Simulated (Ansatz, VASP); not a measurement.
# One calculation of K, two programs

INCAR

```
SYSTEM = K
  PREC = Accurate
  ENCUT = 600
  EDIFF = 1E-6
  ISMEAR = -1
  SIGMA = 0.05
  LREAL = .False.
  LASPH = .True.
  NELM = 100
  ALGO = Normal
  ISIF = 3
  LWAVE = .False.
  LCHARG = .False.
  GGA = RE
  IVDW = 12
  IBRION = 2
  NSW = 80
  EDIFFG = -0.005
```

File KPOINTS:

```
regular mesh
0
Gamma
  7 7 7
  0 0 0
```

POSCAR

```
K
1.0
   -2.6975585167      2.6975585167      2.6975585167
    2.6975585167     -2.6975585167      2.6975585167
    2.6975585167      2.6975585167     -2.6975585167
K
1
Direct
    0.0000000000      0.0000000000      0.0000000000
```

input.yaml

```yaml
crystal:
  lattice:
    - [-2.6975585167, 2.6975585167, 2.6975585167]
    - [2.6975585167, -2.6975585167, 2.6975585167]
    - [2.6975585167, 2.6975585167, -2.6975585167]
  atoms:
    - { symbol: K, position: [0.0, 0.0, 0.0] }
kpoints:
  mp_grid: { grid: [7, 7, 7] }
scf:
  occupations: { method: fermi_dirac, width: 0.05 }
hamiltonian:
  xc: revpbe
  dispersion: d3bj
  pseudopotentials: { kind: all_electron, lapw: { basis_error: 0.001 } }
output:
  forces: true
  stress: true
relax:
  f_tol: 0.005
  max_steps: 60
  cell: {}
```

Alike in both runs: task relaxation of cell and atoms; functional revPBE; dispersion D3(BJ); k mesh 7 × 7 × 7; occupations fermi-dirac, width 0.05 eV; no spin polarisation.

```csv
,VASP,Ansatz
version,VASP 6.6.1,Ansatz 0.2.0
potentials or method,"VASP PAW PBE potentials, release 64 (K_sv), cutoff 600 eV","all-electron LAPW, scalar-relativistic"
```

Ansatz gave:

| Property | Result |
| --- | --- |
| relaxed volume (Å³/atom) | 70.95 |
| relaxed length of the cell vector where the two differ most in proportion (Å) | 4.517 |

Estimate VASP's values.

relaxed volume (Å³/atom): 70.83; relaxed length of the cell vector where the two differ most in proportion (Å): 4.515.

VASP's potentials were made for PBE, not for revPBE. Ansatz ran all-electron here, and VASP with PAW potentials.
